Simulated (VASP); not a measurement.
Here is a VASP 6.6.1 calculation.

Contents of POSCAR:

```
ZnS
1.0
    3.8826489777      0.0000000000      0.0000000000
   -1.9413244888      3.3624726487      0.0000000000
    0.0000000000      0.0000000000      6.3696988949
Zn S
2 2
Direct
    0.3333333333      0.6666666667      0.0003440772
    0.6666666667      0.3333333333      0.5003440772
    0.3333333333      0.6666666667      0.3746559228
    0.6666666667      0.3333333333      0.8746559228
```

The input INCAR.step1:

```
SYSTEM = ZnS
  PREC = Accurate
  ENCUT = 520
  ISMEAR = 0
  SIGMA = 0.02
  LREAL = .FALSE.
  LASPH = .TRUE.
  NELM = 100
  GGA = PE
  ALGO = Normal
  EDIFF = 1E-4
  LWAVE = .TRUE.
  LCHARG = .FALSE.
```

INCAR.step2

```
SYSTEM = ZnS
  PREC = Accurate
  ENCUT = 520
  EDIFF = 1E-7
  ISMEAR = 0
  SIGMA = 0.02
  LREAL = .FALSE.
  LASPH = .TRUE.
  NELM = 100
  ALGO = Normal
  ISIF = 2
  LWAVE = .FALSE.
  LCHARG = .FALSE.
  METAGGA = R2SCAN
  LMIXTAU = .TRUE.
  IBRION = 2
  NSW = 60
  EDIFFG = -0.008
  ISTART = 1
```

File KPOINTS:

```
Automatic mesh
0
G
  6 6 4
  0 0 0
```

Potentials or basis: VASP PAW PBE potentials, release 64 (Zn, S).

The run is started by

```console
$ cat potpaw_PBE.64/Zn/POTCAR potpaw_PBE.64/S/POTCAR > POTCAR
$ cp INCAR.step1 INCAR
$ mpirun -np 1 vasp_std > vasp.out
$ cp INCAR.step2 INCAR
$ mpirun -np 1 vasp_std > vasp.out
```

What does it give for the band gap on the k mesh?

2.51 eV.

Estimate the energy gained by relaxing.

0.0 meV/atom.

Final structure:
```yaml
crystal:
  lattice:
    - [3.88265, 0.00000, 0.00000]
    - [-1.94132, 3.36247, 0.00000]
    - [0.00000, 0.00000, 6.36970]
  atoms:
    - { symbol: Zn, position: [0.33333, 0.66667, 0.00001] }
    - { symbol: Zn, position: [0.66667, 0.33333, 0.50001] }
    - { symbol: S, position: [0.33333, 0.66667, 0.37499] }
    - { symbol: S, position: [0.66667, 0.33333, 0.87499] }
```

Caveat: the cell differs from its parent crystal (equal strain along all axes, cell held: +2.0 %).
